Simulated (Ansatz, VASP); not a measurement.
**Two plane-wave programs on Zr3HC2**

File INCAR:

```
SYSTEM = Zr3HC2
PREC = Accurate
ENCUT = 520
EDIFF = 1E-6
ISMEAR = 0
SIGMA = 0.1
LREAL = .False.
LASPH = .True.
NELM = 80
ALGO = Normal
ISIF = 2
LWAVE = .False.
LCHARG = .True.
GGA = PS
LELF = .True.
LVHAR = .True.
NBANDS = 32
```

KPOINTS

```
Automatic mesh
0
Gamma
  5 5 2
  0 0 0
```

POSCAR

```
Zr3HC2
1.0
    3.3595800000      0.0000000000      0.0000000000
   -1.6797900078      2.9094804668      0.0000000000
    0.0000000000      0.0000000000      8.0238500000
Zr H C
3 1 2
Direct
    0.9887200000      0.9906600000      0.4977000000
    0.3535900000      0.6807600000      0.1639500000
    0.6317800000      0.3333100000      0.8215200000
    0.9676300000      0.9311800000      0.0055500000
    0.3287700000      0.6553600000      0.6806300000
    0.7005600000      0.3529300000      0.3183700000
```

Input for Ansatz:

```yaml
crystal:
  lattice:
    a: 3.35958
    b: 3.359579
    c: 8.02385
    alpha: 90.0
    beta: 90.0
    gamma: 120.00001
  atoms:
    - { symbol: Zr, position: [0.98872, 0.99066, 0.4977] }
    - { symbol: Zr, position: [0.35359, 0.68076, 0.16395] }
    - { symbol: Zr, position: [0.63178, 0.33331, 0.82152] }
    - { symbol: H, position: [0.96763, 0.93118, 0.00555] }
    - { symbol: C, position: [0.32877, 0.65536, 0.68063] }
    - { symbol: C, position: [0.70056, 0.35293, 0.31837] }
kpoints:
  mp_grid:
    grid: [5, 5, 2]
hamiltonian:
  xc: pbesol
  pseudopotentials:
    kind: paw
scf:
  occupations:
    method: gaussian
    width: 0.1
output:
  write_potential: true
  stress: true
  cutoff_correction: 756.0
```

Alike in both runs: task single point; functional PBEsol; k mesh 5 × 5 × 2; occupations gaussian, width 0.1 eV; no spin polarisation.

```csv
,VASP,Ansatz
version,VASP 6.6.1,Ansatz 0.2.0
potentials or method,"VASP PAW PBE potentials, release 64 (Zr_sv, H, C), cutoff 520 eV","plane waves, PAW"
valence electrons in the cell,45,45
```

```csv
,VASP,Ansatz,Ansatz less VASP
gap on the k mesh at the Fermi level (eV),none,none,-
pressure (GPa),-7.1,-7.3,-0.24
"traceless stress, the component that is largest in VASP (GPa)",4.28,4.26,-0.020
```

VASP's potentials were made for PBE, not for PBEsol. A gap of «none» marks a metal or a gap that the smearing closes.

The k mesh is coarse, so the values compare programs but aren't converged.
